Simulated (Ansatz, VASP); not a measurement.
## NaH: VASP beside Ansatz

File INCAR:

```
SYSTEM = NaH
PREC = Accurate ; ENCUT = 520
EDIFF = 1E-8 ; ISMEAR = -1
SIGMA = 0.02 ; LREAL = .FALSE.
LASPH = .TRUE. ; NELM = 60
ALGO = Normal ; ISIF = 2
LWAVE = .FALSE. ; LCHARG = .FALSE.
GGA = PS ; LEFG = .TRUE.
NBANDS = 11
```

Contents of KPOINTS:

```
Automatic mesh
0
G
  11 11 11
  0 0 0
```

File POSCAR:

```
NaH
1.0
    0.0000000000      2.3864216652      2.3864216652
    2.3864216652      0.0000000000      2.3864216652
    2.3864216652      2.3864216652      0.0000000000
Na H
1 1
Direct
    0.0000000000      0.0000000000      0.0000000000
    0.5000000000      0.5000000000      0.5000000000
```

Input for Ansatz:

```yaml
crystal:
  lattice:
    - [0.0, 2.3864216652, 2.3864216652]
    - [2.3864216652, 0.0, 2.3864216652]
    - [2.3864216652, 2.3864216652, 0.0]
  atoms:
    - { symbol: Na, position: [0.0, 0.0, 0.0] }
    - { symbol: H, position: [0.5, 0.5, 0.5] }
kpoints:
  mp_grid: { grid: [11, 11, 11] }
scf:
  occupations: { method: fermi_dirac, width: 0.02 }
hamiltonian:
  xc: pbesol
  pseudopotentials: { kind: paw }
output:
  forces: true
  stress: true
  eigenvalues: true
  efg: { contact_densities: true }
basis:
  ecutwfc: 600
```

Alike in both runs: task electric field gradients; functional PBEsol; k mesh 11 × 11 × 11; occupations fermi-dirac, width 0.02 eV; no spin polarisation.

|  | VASP | Ansatz |
| --- | --- | --- |
| version | VASP 6.6.1 | Ansatz 0.2.0 |
| potentials or method | VASP PAW PBE potentials, release 64 (Na_pv, H), cutoff 520 eV | PAW with Ansatz's default frozen-core files, scalar-relativistic |
| valence electrons in the cell | 8 | 10 |

|  | VASP | Ansatz | Ansatz less VASP |
| --- | --- | --- | --- |
| gap on the k mesh at the Fermi level (eV) | 3.83 | 3.83 | +0.003 |
| pressure (GPa) | 0.3 | 0.3 | 0.00 |

VASP's potentials were made for PBE, not for PBEsol. VASP's potentials hold 8 valence electrons a cell and Ansatz's 10, so a difference there can come from the potentials and not from the codes.
